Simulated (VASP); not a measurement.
Input of a VASP 6.6.1 run:

POSCAR

```
Ru
1.0
    2.5873590675      0.0000000000      0.0000000000
    0.0000000000      2.5873590675      0.0000000000
    0.0000000000      0.0000000000      2.5873590675
Ru
1
Direct
    0.0000000000      0.0000000000      0.0000000000
```

Contents of INCAR.step1:

```
SYSTEM = Ru
PREC = Accurate
ENCUT = 520
ISMEAR = -1
SIGMA = 0.1
LREAL = .FALSE.
LASPH = .TRUE.
NELM = 100
NBANDS = 13
GGA = PE
ALGO = Normal
EDIFF = 1E-4
LWAVE = .TRUE.
LCHARG = .FALSE.
```

File INCAR.step2:

```
SYSTEM = Ru
PREC = Accurate
ENCUT = 520
EDIFF = 1E-6
ISMEAR = -1
SIGMA = 0.1
LREAL = .FALSE.
LASPH = .TRUE.
NELM = 100
ALGO = Normal
ISIF = 2
LWAVE = .FALSE.
LCHARG = .FALSE.
METAGGA = R2SCAN
LMIXTAU = .TRUE.
NBANDS = 13
ISTART = 1
```

KPOINTS

```
regular mesh
0
G
  14 14 14
  0 0 0
```

Potentials or basis: VASP PAW PBE potentials, release 64 (Ru_pv).

Command:

```sh
$ cat potpaw_PBE.64/Ru_pv/POTCAR > POTCAR
$ cp INCAR.step1 INCAR
$ mpirun -np 1 vasp_std > vasp.out
$ cp INCAR.step2 INCAR
$ mpirun -np 1 vasp_std > vasp.out
```

Task: Estimate the pressure.

Result: -19.8 GPa.

Task: What does it give for the band gap on the k mesh?

Result: Zero (band 7 reaches 12.31 eV, above the bottom of band 8 at 8.27 eV).

Caveat: the PAW data sets were made with another functional, which shifts forces and pressure a little.
